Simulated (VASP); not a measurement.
# CdH2 in VASP: notebook

Runs on CdH2. Level: PBE. Tasks: single point.

Program: VASP 6.6.1. These are calculated values, not measurements. Logs are shortened: lines on timing, memory, paths and dates and some standing lists are left out, and cuts for length are marked.

### Step 1. The cell of the first run

It takes space group Cmmm (No. 65, orthorhombic). Conventional cell: a = 5.340 Å, b = 5.347 Å, c = 6.549 Å, α = 90.00°, β = 90.00°, γ = 90.00°. Within 2.5 Å of Cd (site symmetry mm2) lie 4 H at 1.89 Å. Within 2.5 Å of H (site symmetry 2) lie 2 Cd at 1.89 Å.

The cell was generated, and may not be a known phase.

### Step 2. Single point, PBE

File INCAR:

```
SYSTEM = CdH2
PREC = Accurate
ENCUT = 520
EDIFF = 1E-6
ISMEAR = 0
SIGMA = 0.1
LREAL = .FALSE.
LASPH = .TRUE.
NELM = 100
ALGO = Normal
ISIF = 2
LWAVE = .FALSE.
LCHARG = .FALSE.
GGA = PE
NBANDS = 23
```

File KPOINTS:

```
regular mesh
0
G
  6 6 4
  0 0 0
```

File POSCAR:

```
CdH2
1.0
    2.6736608044     -2.6698277473      0.0000000000
    2.6736608044      2.6698277473      0.0000000000
    0.0000000000      0.0000000000      6.5485489574
Cd H
2 4
Direct
    0.0000000000      0.0000000000      0.7493823394
    0.0000000000      0.0000000000      0.2506176606
    0.0000000000      0.5000000000      0.7499825781
    0.5000000000      0.0000000000      0.7499825781
    0.0000000000      0.5000000000      0.2500174219
    0.5000000000      0.0000000000      0.2500174219
```

Potentials or basis: VASP PAW PBE potentials, release 64 (Cd, H).

On the command line:

```bash
$ cat potpaw_PBE.64/Cd/POTCAR potpaw_PBE.64/H/POTCAR > POTCAR
$ mpirun -np 1 vasp_std > vasp.out
```

OUTCAR:

```text
SYSTEM = CdH2
   PREC = Accurate
   ENCUT = 520
   EDIFF = 1E-6
   ISMEAR = 0
   LREAL = .FALSE.
   LASPH = .TRUE.
   NELM = 100
   ISIF = 2
   GGA = PE

 ion  position               nearest neighbor table
   1  0.000  0.000  0.749-   3 1.89   4 1.89   3 1.89   4 1.89   2 3.27   2 3.28
   2  0.000  0.000  0.251-   5 1.89   6 1.89   5 1.89   6 1.89   1 3.27   1 3.28
   3  0.000  0.500  0.750-   1 1.89   1 1.89
   4  0.500  0.000  0.750-   1 1.89   1 1.89
   5  0.000  0.500  0.250-   2 1.89   2 1.89
   6  0.500  0.000  0.250-   2 1.89   2 1.89

  LATTYP: Found a base centered orthorhombic cell.
 ALAT       =     5.3396554946
 B/A-ratio  =     1.0014356945
 C/A-ratio  =     1.2263991495

  Lattice vectors:

 A1 = (  -2.6736608044,  -2.6698277473,   0.0000000000)
 A2 = (   2.6736608044,  -2.6698277473,   0.0000000000)
 A3 = (   0.0000000000,   0.0000000000,   6.5485489574)

Analysis of symmetry for initial positions (statically):
=====================================================================
 Subroutine PRICEL returns:
 Original cell was already a primitive cell.

 Routine SETGRP: Setting up the symmetry group for a
 base centered orthorhombic supercell.

 Subroutine GETGRP returns: Found  8 space group operations
 (whereof  8 operations were pure point group operations)
 out of a pool of  8 trial point group operations.

The static configuration has the point symmetry D_2h.

Analysis of symmetry for dynamics (positions and initial velocities):
=====================================================================
 Subroutine PRICEL returns:
 Original cell was already a primitive cell.

 Routine SETGRP: Setting up the symmetry group for a
 base centered orthorhombic supercell.

 Subroutine GETGRP returns: Found  8 space group operations
 (whereof  8 operations were pure point group operations)
 out of a pool of  8 trial point group operations.

The dynamic configuration has the point symmetry D_2h.

 Subroutine INISYM returns: Found  8 space group operations
 (whereof  8 operations are pure point group operations),
 and found     1 'primitive' translations

----------------------------------------------------------------------------------------

                                     Primitive cell

  volume of cell :      93.4899

  direct lattice vectors                    reciprocal lattice vectors
     2.673660804 -2.669827747  0.000000000     0.187009511 -0.187278000  0.000000000
     2.673660804  2.669827747  0.000000000     0.187009511  0.187278000  0.000000000
     0.000000000  0.000000000  6.548548957     0.000000000  0.000000000  0.152705585

  length of vectors
     3.778417962  3.778417962  6.548548957     0.264661305  0.264661305  0.152705585

  position of ions in fractional coordinates (direct lattice)
     0.000000000  0.000000000  0.749382339
     0.000000000  0.000000000  0.250617661
     0.000000000  0.500000000  0.749982578
     0.500000000  0.000000000  0.749982578
     0.000000000  0.500000000  0.250017422
     0.500000000  0.000000000  0.250017422

  ion indices of the primitive-cell ions
   primitive index   ion index
                 1           1
                 2           2
                 3           3
                 4           4
                 5           5
                 6           6

----------------------------------------------------------------------------------------

 KPOINTS: regular mesh

Automatic generation of k-mesh.
 Grid dimensions read from file:
 generate k-points for:    6    6    4

 Generating k-lattice:

  Cartesian coordinates                     Fractional coordinates (reciprocal lattice)
     0.031168252 -0.031213000  0.000000000     0.166666667  0.000000000  0.000000000
     0.031168252  0.031213000  0.000000000     0.000000000  0.166666667  0.000000000
     0.000000000  0.000000000  0.038176396     0.000000000  0.000000000  0.250000000

  Length of vectors
     0.044110218  0.044110218  0.038176396

  Shift w.r.t. Gamma in fractional coordinates (k-lattice)
     0.000000000  0.000000000  0.000000000

 Subroutine IBZKPT returns following result:
 ===========================================

 Found     39 irreducible k-points:

 Following reciprocal coordinates:
            Coordinates               Weight
  0.000000  0.000000  0.000000      1.000000
  0.166667  0.000000  0.000000      4.000000
  0.333333 -0.000000  0.000000      4.000000
  0.500000  0.000000  0.000000      2.000000
  0.166667  0.166667  0.000000      2.000000
  0.333333  0.166667  0.000000      4.000000
[... 16 lines left out ...]
  0.333333  0.333333  0.250000      4.000000
  0.500000  0.333333  0.250000      8.000000
 [... further k-points ...]
   k-points           NKPTS =     39   k-points in BZ     NKDIM =     39   number of bands    NBANDS=     23
   number of dos      NEDOS =    301   number of ions     NIONS =      6
   total plane-waves  NPLWV =  39200
   dimension x,y,z NGX =    28 NGY =   28 NGZ =   50
   dimension x,y,z NGXF=    56 NGYF=   56 NGZF=  100
   ions per type =               2   4
   NGX,Y,Z   is equivalent  to a cutoff of  12.32, 12.32, 12.69 a.u.
   NGXF,Y,Z  is equivalent  to a cutoff of  24.64, 24.64, 25.39 a.u.
 SYSTEM =  CdH2
   PREC   = accura    normal or accurate (medium, high low for compatibility)
   ISTART =      0    job   : 0-new  1-cont  2-samecut
   ICHARG =      2    charge: 1-file 2-atom 10-const
   ISPIN  =      1    spin polarized calculation?
   LNONCOLLINEAR =      F non collinear calculations
   LSORBIT =      F    spin-orbit coupling
   LASPH  =      T    aspherical Exc in radial PAW
   ENCUT  =  520.0 eV  38.22 Ry    6.18 a.u.   7.03  7.03 12.18*2*pi/ulx,y,z
   NELM   =    100;   NELMIN=  2; NELMDL= -5     # of ELM steps
   EDIFF  = 0.1E-05   stopping-criterion for ELM
   LREAL  =      F    real-space projection
   EDIFFG = 0.1E-04   stopping-criterion for IOM
   NSW    =      0    number of steps for IOM
   IBRION =     -1    ionic relax: 0-MD 1-quasi-New 2-CG
   NFREE  =      0    steps in history (QN), initial steepest desc. (CG)
   ISIF   =      2    stress and relaxation
   ISYM   =      2    0-nonsym 1-usesym 2-fastsym
   POTIM  = 0.5000    time-step for ionic-motion
   TEBEG  =    0.0;   TEEND  =   0.0 temperature during run
   PSTRESS=    0.0 pullay stress
   NELECT =      28.0000    total number of electrons
   NUPDOWN=      -1.0000    fix difference up-down
   EMIN   =  10.00;   EMAX   =-10.00  energy-range for DOS
   EFERMI =   0.00;   METHOD = LEGACY
   ISMEAR =     0;   SIGMA  =   0.10  broadening in eV -4-tet -1-fermi 0-gaus
   EFERMI_NEDOS =   21; number of points for ismear=-14 and -15
   IALGO  =     38    algorithm
   IMIX   =      4    mixing-type and parameters
     AMIX     =   0.40;   BMIX     =  1.00
     AMIX_MAG =   1.60;   BMIX_MAG =  1.00
  volume/ion in A,a.u.               =      15.58       105.15
  Fermi-wavevector in a.u.,A,eV,Ry     =   1.095316  2.069846 16.323133  1.199716
  Thomas-Fermi vector in A             =   2.231637
   LORBIT       =      0    0 simple, 1 ext, 2 COOP (PROOUT), +10 PAW based schemes
   GGA     = PE    functional components
   LHFCALC =     F    Hartree Fock is set to
   AEXX    =    0.0000 exact exchange contribution
   IVDW    =     0    specifies the selected vdW correction
   LEPSILON=     F    determine dielectric tensor
   LRPA    =     F    only Hartree local field effects (RPA)
 non-spin polarized calculation
 Gauss-broadening in eV      SIGMA  =   0.10
  energy-cutoff  :      520.00
  volume of cell :       93.49
 maximum number of plane-waves:      2552
   NGX = 15   NGY = 15   NGZ = 25

 number of electron      27.9999982 magnetization

 Free energy of the ion-electron system (eV)
  ---------------------------------------------------
  ext. energy  EPLUGINS =         0.00000000
  ---------------------------------------------------
  free energy    TOTEN  =       -12.34604980 eV

  energy without entropy =      -12.33840209  energy(sigma->0) =      -12.34222594

 E-fermi :  -0.3133     XC(G=0):  -8.0300

 val. band max:       -0.3854118581   @ k =   0.5000   0.5000   0.2500
 cond. band min:      -0.3057797195   @ k =  -0.1667   0.1667   0.0000
 fundamental gap:      0.0796321386
 Fermi energy:        -0.3133431709

 k-point     1 :       0.0000    0.0000    0.0000
  band No.  band energies     occupation
      1     -10.0610      2.00000
      2      -9.9798      2.00000
      3      -9.8708      2.00000
      4      -9.6061      2.00000
      5      -9.1064      2.00000
      6      -9.1062      2.00000
[... 15 lines left out ...]
     22       8.5685      0.00000
     23       9.8203      0.00000

 k-point     2 :       0.1667    0.0000    0.0000
  band No.  band energies     occupation
      1      -9.9957      2.00000
      2      -9.9042      2.00000
      3      -9.7614      2.00000
      4      -9.4720      2.00000
      5      -9.1418      2.00000
      6      -9.1037      2.00000
[... 15 lines left out ...]
     22       8.1926      0.00000
     23       9.8888      0.00000

 k-point     3 :       0.3333   -0.0000    0.0000
  band No.  band energies     occupation
      1      -9.9509      2.00000
      2      -9.8321      2.00000
      3      -9.4824      2.00000
      4      -9.2107      2.00000
      5      -9.0985      2.00000
      6      -9.0870      2.00000
[... 15 lines left out ...]
     22       8.9786      0.00000
     23      10.0264      0.00000

 k-point     4 :       0.5000    0.0000    0.0000
  band No.  band energies     occupation
      1      -9.9385      2.00000
      2      -9.8124      2.00000
      3      -9.3532      2.00000
      4      -9.2441      2.00000
      5      -9.0960      2.00000
      6      -8.9445      2.00000
[... 15 lines left out ...]
     22       9.1169      0.00000
     23       9.5551      0.00000

 k-point     5 :       0.1667    0.1667    0.0000
  band No.  band energies     occupation
      1      -9.8540      2.00000
      2      -9.7758      2.00000
      3      -9.7265      2.00000
      4      -9.3935      2.00000
      5      -9.1413      2.00000
      6      -9.1358      2.00000
[... 15 lines left out ...]
     22       8.5045      0.00000
     23       9.2037      0.00000

 k-point     6 :       0.3333    0.1667    0.0000
  band No.  band energies     occupation
      1      -9.7717      2.00000
      2      -9.6416      2.00000
      3      -9.4703      2.00000
      4      -9.2064      2.00000
      5      -9.1320      2.00000
      6      -9.0756      2.00000
[... 15 lines left out ...]
     22       8.8816      0.00000
     23       9.3100      0.00000

 k-point     7 :       0.5000    0.1667    0.0000
  band No.  band energies     occupation
      1      -9.7609      2.00000
      2      -9.6126      2.00000
      3      -9.3265      2.00000
      4      -9.2393      2.00000
      5      -9.1289      2.00000
      6      -8.9608      2.00000
[... 353 lines left out ...]
     22       9.2654      0.00000
     23       9.9290      0.00000

 k-point    21 :      -0.3333    0.1667    0.2500
  band No.  band energies     occupation
      1      -9.7467      2.00000
      2      -9.6575      2.00000
      3      -9.4145      2.00000
      4      -9.1738      2.00000
      5      -9.1269      2.00000
      6      -9.0975      2.00000
[... 15 lines left out ...]
     22       8.6424      0.00000
     23       9.4721      0.00000

 k-point    22 :      -0.1667    0.1667    0.2500
  band No.  band energies     occupation
      1      -9.8431      2.00000
      2      -9.7879      2.00000
      3      -9.6739      2.00000
      4      -9.4394      2.00000
      5      -9.1065      2.00000
      6      -9.1008      2.00000
[... 15 lines left out ...]
     22       8.9997      0.00000
     23       9.3560      0.00000

 k-point    23 :       0.3333    0.3333    0.2500
  band No.  band energies     occupation
      1      -9.4403      2.00000
      2      -9.3188      2.00000
      3      -9.2821      2.00000
      4      -9.1640      2.00000
      5      -9.1534      2.00000
      6      -9.0712      2.00000
[... 15 lines left out ...]
     22       7.7495      0.00000
     23       9.3766      0.00000

 k-point    24 :       0.5000    0.3333    0.2500
  band No.  band energies     occupation
      1      -9.4186      2.00000
      2      -9.1933      2.00000
      3      -9.1904      2.00000
      4      -9.1478      2.00000
      5      -9.1341      2.00000
      6      -9.0188      2.00000
[... 15 lines left out ...]
     22       8.1569      0.00000
     23       9.2293      0.00000

 [... further k-points ...]
[... 5 lines left out ...]
  --------------------------------------------------------------------------------------
  -------------------------------------------------------------------------------------
  Total        0.2230260      0.2510776     -0.0012882      0.0000000      0.0000000      0.0000000
  in kB        3.8220952      4.3028274     -0.0220765      0.0000000      0.0000000      0.0000000
  external PRESSURE =       2.7009487 kB  Pullay stress =       0.0000000 kB

 VOLUME and BASIS-vectors are now :
 -----------------------------------------------------------------------------
  energy-cutoff  :      520.00
  volume of cell :       93.49
      direct lattice vectors                 reciprocal lattice vectors
     2.673660804 -2.669827747  0.000000000     0.187009511 -0.187278000  0.000000000
     2.673660804  2.669827747  0.000000000     0.187009511  0.187278000  0.000000000
     0.000000000  0.000000000  6.548548957     0.000000000  0.000000000  0.152705585

 POSITION                                       TOTAL-FORCE (eV/Angst)
 -----------------------------------------------------------------------------------
      0.00000      0.00000      4.90737        -0.000000     -0.000000      0.006959
      0.00000      0.00000      1.64118         0.000000     -0.000000     -0.006959
      1.33683      1.33491      4.91130        -0.000000      0.000000     -0.002767
      1.33683     -1.33491      4.91130        -0.000000      0.000000     -0.002767
      1.33683      1.33491      1.63725        -0.000000      0.000000      0.002767
      1.33683     -1.33491      1.63725        -0.000000     -0.000000      0.002767
 -----------------------------------------------------------------------------------
    total drift:                                0.000000     -0.000000     -0.000000

  FREE ENERGIE OF THE ION-ELECTRON SYSTEM (eV)
  ---------------------------------------------------
  free  energy   TOTEN  =       -12.3460497968 eV

  energy  without entropy=      -12.3384020869  energy(sigma->0) =      -12.34222594
```

Run time: 45 s. Hardware: 1 thread of Oxide Virtual Turin-like, shared host; peak memory 0.19 GiB.

Results:

```
Free energy            : -12.3460 eV
Pressure               : 0.3 GPa
Largest force          : 0.007 eV/Å
Band gap on the k mesh : zero (bands 14 and 15 overlap by 3.43 eV)
```

Forces in eV/Å, atoms in the order of the input:
```
Cd   0.000  0.000  0.007
Cd   0.000  0.000 -0.007
H    0.000  0.000 -0.003
H    0.000  0.000 -0.003
H    0.000  0.000  0.003
H    0.000  0.000  0.003
```

### Step 3. Single point, PBE

This run uses another cell than the first one: it holds 3 atoms, not 6.

File INCAR:

```
SYSTEM = CdH2
PREC     = Accurate       ! precision mode
ENCUT    = 520            ! plane-wave cutoff, eV
EDIFF    = 1E-7           ! SCF threshold, eV
ISMEAR   = 0              ! smearing method
SIGMA    = 0.1            ! smearing width, eV
LREAL    = .False.        ! projectors in reciprocal space
LASPH    = .True.         ! aspherical terms in the spheres
NELM     = 80             ! most SCF steps
ALGO     = Fast           ! electronic algorithm
ISIF     = 2              ! what is computed and relaxed
LWAVE    = .False.        ! write WAVECAR
LCHARG   = .False.        ! write CHGCAR
GGA      = PE             ! functional
NBANDS   = 14             ! bands
```

File KPOINTS:

```
regular mesh
0
Gamma
  12 12 14
  0 0 0
```

File POSCAR:

```
CdH2
1.0
    3.7678442290      0.0000000000      0.0000000000
    0.0000000000      3.7678442290      0.0000000000
    0.0000000000      0.0000000000      3.3037950349
Cd H
1 2
Direct
    0.0000000000      0.0000000000      0.5000000000
    0.0000000000      0.5000000000      0.5000000000
    0.5000000000      0.0000000000      0.5000000000
```

Potentials or basis: VASP PAW PBE potentials, release 64 (Cd, H).

On the command line:

```bash
$ cat potpaw_PBE.64/Cd/POTCAR potpaw_PBE.64/H/POTCAR > POTCAR
$ mpirun -np 1 vasp_std > vasp.out
```

It took 80 s on 1 thread of Oxide Virtual Turin-like, shared host; peak memory 0.23 GiB.

Results (log left out):

```yaml
Free_energy: -6.2107 eV
Pressure: 0.2 GPa
Band_gap_on_the_k_mesh: zero (bands 7 and 8 overlap by 3.46 eV)
```

Stress tensor (GPa, compression positive):
```
 0.34  0.00  0.00
 0.00  0.34  0.00
 0.00  0.00 -0.01
```

Levels at points of the mesh, in eV from the Fermi level:
| k point | band 5 | band 6 | band 7 | band 8 | band 9 | band 10 |
| --- | --- | --- | --- | --- | --- | --- |
| (0.00, 0.00, 0.00) | -8.53 | -7.56 | 1.19 | 4.94 | 4.94 | 6.77 |
| (0.50, 0.00, 0.00) | -8.56 | -5.28 | -4.63 | 5.10 | 6.46 | 6.69 |
| (0.50, 0.50, 0.00) | -8.63 | -4.09 | -4.09 | -1.96 | 4.22 | 10.47 |
| (0.00, 0.00, 0.50) | -8.51 | -5.39 | -0.69 | 1.73 | 7.08 | 7.08 |
| (0.50, 0.00, 0.50) | -8.56 | -3.63 | -3.35 | 0.81 | 4.84 | 7.69 |
| (0.50, 0.50, 0.50) | -8.52 | -3.23 | -3.23 | 1.12 | 2.35 | 6.54 |

The gap in the log of VASP goes by the Fermi energy; the results here count the filled bands.